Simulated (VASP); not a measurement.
# Sc (Fmmm) in VASP: notebook, part 2 of 2

VASP 6.6.1.

### Step 4. Single point, r2SCAN

POSCAR

```
Sc
1.0
   -1.8743025000      1.8743025000      2.3805000000
    1.8743025000     -1.8743025000      2.3805000000
    1.8836975000      1.8836975000     -2.3805000000
Sc
1
Direct
    0.0000000000      0.0000000000      0.0000000000
```

INCAR.step1

```
SYSTEM = Sc
ALGO = Normal
EDIFF = 1E-4
ENCUT = 520
GGA = PE
ISMEAR = -1
LASPH = .TRUE.
LCHARG = .FALSE.
LREAL = .FALSE.
LWAVE = .TRUE.
NBANDS = 12
NELM = 100
PREC = Accurate
SIGMA = 0.1
```

INCAR.step2

```
SYSTEM = Sc
ALGO = Normal
EDIFF = 1E-7
ENCUT = 520
ISIF = 2
ISMEAR = -1
ISTART = 1
LASPH = .TRUE.
LCHARG = .FALSE.
LMIXTAU = .TRUE.
LREAL = .FALSE.
LWAVE = .FALSE.
METAGGA = R2SCAN
NBANDS = 12
NELM = 100
PREC = Accurate
SIGMA = 0.1
```

KPOINTS

```
k-points
0
G
  13 13 13
  0 0 0
```

Started as:

```console
> cat potpaw_PBE.64/Sc_sv/POTCAR > POTCAR
> cp INCAR.step1 INCAR
> mpirun -np 1 vasp_std > vasp.out
> cp INCAR.step2 INCAR
> mpirun -np 1 vasp_std > vasp.out
```

Run time: 7.7 min. Hardware: 1 thread of Intel Xeon Platinum 8259CL at 2.50GHz (Skylake/Cascade Lake), shared host; peak memory 0.26 GiB.

Results (log left out):

* Free energy: -11.0146 eV
* Pressure: -9.6 GPa
* Band gap on the k mesh: zero (an odd number of electrons rules out a gap without spin polarisation)

Stress tensor (GPa, compression positive):
```
-9.90 -0.07  0.00
-0.07 -9.90  0.00
 0.00  0.00 -9.00
```

Levels at points of the mesh, in eV from the Fermi level:
```tsv
k point	band 4	band 5	band 6	band 7	band 8	band 9
(0.00, 0.00, 0.00)	-30.01	-4.91	1.16	1.19	1.60	1.98
```

Caveat: the cell stands under tension; the PAW data sets were made with another functional, which shifts forces and pressure a little.

### Step 5. Single point, r2SCAN

POSCAR

```
Sc
1.0
   -1.8696050000      1.8696050000      2.3805000000
    1.8696050000     -1.8696050000      2.3805000000
    1.8883950000      1.8883950000     -2.3805000000
Sc
1
Direct
    0.0000000000      0.0000000000      0.0000000000
```

INCAR.step1 is that of step 4.

INCAR.step2 is that of step 4.

KPOINTS is that of step 4.

Potentials or basis: VASP PAW PBE potentials, release 64 (Sc_sv).

Started as:

```console
> cat potpaw_PBE.64/Sc_sv/POTCAR > POTCAR
> cp INCAR.step1 INCAR
> mpirun -np 1 vasp_std > vasp.out
> cp INCAR.step2 INCAR
> mpirun -np 1 vasp_std > vasp.out
```

OUTCAR:

```text
SYSTEM = Sc
   EDIFF = 1E-7
   ENCUT = 520
   ISIF = 2
   ISMEAR = -1
   ISTART = 1
   LASPH = .TRUE.
   LREAL = .FALSE.
   METAGGA = R2SCAN
   NELM = 100
   PREC = Accurate

 ion  position               nearest neighbor table
   1  0.000  0.000  0.000-

  LATTYP: Found a face centered orthorhombic cell.
 ALAT       =     4.7610000000
 B/A-ratio  =     1.1106997468
 C/A-ratio  =     1.1218625583

  Lattice vectors:

 A1 = (   3.7580000000,   0.0187900000,   0.0000000000)
 A2 = (   1.8883950000,   1.8883950000,   2.3805000000)
 A3 = (   1.8696050000,  -1.8696050000,   2.3805000000)

Analysis of symmetry for initial positions (statically):
=====================================================================
 Subroutine PRICEL returns:
 Original cell was already a primitive cell.

 Routine SETGRP: Setting up the symmetry group for a
 face centered orthorhombic supercell.

 Subroutine GETGRP returns: Found  8 space group operations
 (whereof  8 operations were pure point group operations)
 out of a pool of  8 trial point group operations.

The static configuration has the point symmetry D_2h.

Analysis of symmetry for dynamics (positions and initial velocities):
[... 167 lines left out ...]
      3     -27.8368      2.00000
      4     -27.8339      2.00000
      5      -2.7416      2.00000
      6       3.3183      0.00002
      7       3.3697      0.00001
      8       3.7691      0.00000
      9       4.1512      0.00000
     10       4.5937      0.00000
     11      13.7222      0.00000
     12      15.7033      0.00000
[... 331 lines left out ...]
 k-point    24 :       0.4615    0.1538   -0.0000
  band No.  band energies     occupation
      1     -50.2957      2.00000
      2     -27.9694      2.00000
      3     -27.8812      2.00000
      4     -27.8604      2.00000
      5       0.9666      1.99999
      6       1.8215      1.94090
      7       2.9697      0.00068
      8       3.8103      0.00000
      9       4.8771      0.00000
     10       5.4480      0.00000
     11       6.8924      0.00000
     12      11.1654      0.00000

 [... further k-points ...]

------------------------ aborting loop because EDIFF is reached ----------------------------------------

  FORCE on cell =-STRESS in cart. coord.  units (eV):
  Direction    XX          YY          ZZ          XY          YZ          ZX
  --------------------------------------------------------------------------------------
  -------------------------------------------------------------------------------------
  Total       -2.0765638     -2.0765638     -1.8875650     -0.0273304      0.0000000      0.0000000
  in kB      -98.9657654    -98.9657654    -89.9583783     -1.3025217      0.0000000      0.0000000
  external PRESSURE =     -95.9633031 kB  Pullay stress =       0.0000000 kB

 VOLUME and BASIS-vectors are now :
 -----------------------------------------------------------------------------
  energy-cutoff  :      520.00
  volume of cell :       33.62
      direct lattice vectors                 reciprocal lattice vectors
    -1.869605000  1.869605000  2.380500000    -0.001330528  0.266105641  0.210039908
     1.869605000 -1.869605000  2.380500000     0.266105641 -0.001330528  0.210039908
     1.888395000  1.888395000 -2.380500000     0.264775113  0.264775113  0.000000000

 POSITION                                       TOTAL-FORCE (eV/Angst)
 -----------------------------------------------------------------------------------
      0.00000      0.00000      0.00000         0.000000      0.000000      0.000000
 -----------------------------------------------------------------------------------
    total drift:                               -0.000000     -0.000000     -0.000000

  FREE ENERGIE OF THE ION-ELECTRON SYSTEM (eV)
  ---------------------------------------------------
  free  energy   TOTEN  =       -11.0145521374 eV

  energy  without entropy=      -10.9367323552  energy(sigma->0) =      -10.97564225
```

Run time: 8 min. Hardware: 1 thread of Intel Xeon Platinum 8259CL at 2.50GHz (Skylake/Cascade Lake), shared host; peak memory 0.26 GiB.

What came out:

```
Free energy            : -11.0146 eV
Pressure               : -9.6 GPa
Band gap on the k mesh : zero (an odd number of electrons rules out a gap without spin polarisation)
```

Stress tensor (GPa, compression positive):
```
-9.90 -0.13  0.00
-0.13 -9.90  0.00
 0.00  0.00 -9.00
```

Caveat: the cell stands under tension; the PAW data sets were made with another functional, which shifts forces and pressure a little.

### Step 6. The runs side by side

```tsv
cell	gap on the mesh (eV)	pressure (GPa)
a = 3.578, b = 3.578, c = 3.558 Å, angles 116.4, 116.4, 96.6°, 1 atom	none	-9.6
a = 3.573, b = 3.573, c = 3.563 Å, angles 116.4, 116.4, 96.4°, 1 atom	none	-9.6
a = 3.563, b = 3.563, c = 3.573 Å, angles 116.4, 116.4, 96.1°, 1 atom	none	-9.6
a = 3.558, b = 3.558, c = 3.578 Å, angles 116.4, 116.4, 96.0°, 1 atom	none	-9.6
```

Alike in all rows: task single point; level r2SCAN; potentials or basis VASP PAW PBE potentials, release 64 (Sc_sv); no spin polarisation; k mesh 13 × 13 × 13; cutoff (eV) 520; smearing fermi-dirac 0.1 eV.

Caveats: the cell stands under tension; the PAW data sets were made with another functional, which shifts forces and pressure a little.

Total energies depend on the potentials used, so only differences within one code and one set of settings carry meaning.
